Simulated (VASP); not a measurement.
# CdS: single point with r2SCAN

Crystal: CdS.

```xyz
4
Lattice="4.1246 0.0000 0.0000 -2.0623 3.5720 0.0000 0.0000 0.0000 6.7097" Properties=species:S:1:pos:R:3 pbc="T T T"
Cd    2.0623    1.1907    3.3562
Cd    0.0000    2.3814    0.0013
S     2.0623    1.1907    5.8831
S     0.0000    2.3814    2.5282
```

* Program: VASP 6.6.1
* Task: single point
* Functional: r2SCAN
* Potentials or basis: VASP PAW PBE potentials, release 64 (Cd, S)
* Cutoff: 520 eV
* k mesh: 9 × 9 × 4
* Occupations: gaussian, width 0.02 eV
* Spin: no spin polarisation

- Pressure: 2.1 GPa
- Band gap on the k mesh: 1.69 eV

Levels at points of the mesh, in eV from the valence-band top:
| k point | band 14 | band 15 | band 16 | band 17 | band 18 | band 19 | band 20 | band 21 | band 22 | band 23 |
| --- | --- | --- | --- | --- | --- | --- | --- | --- | --- | --- |
| (0.00, 0.00, 0.00) | -0.78 | -0.78 | -0.05 | 0.00 | 0.00 | 1.69 | 3.27 | 6.99 | 6.99 | 7.31 |
| (0.00, 0.00, 0.50) | -2.48 | -0.40 | -0.40 | -0.40 | -0.40 | 3.33 | 3.33 | 6.65 | 6.65 | 7.33 |

It took 4.2 min on 1 thread of AMD EPYC 7R13 Processor (Zen 3), with other jobs on the host, peak memory 0.24 GiB.

Caveat: the PAW data sets were made with another functional, which shifts forces and pressure a little.
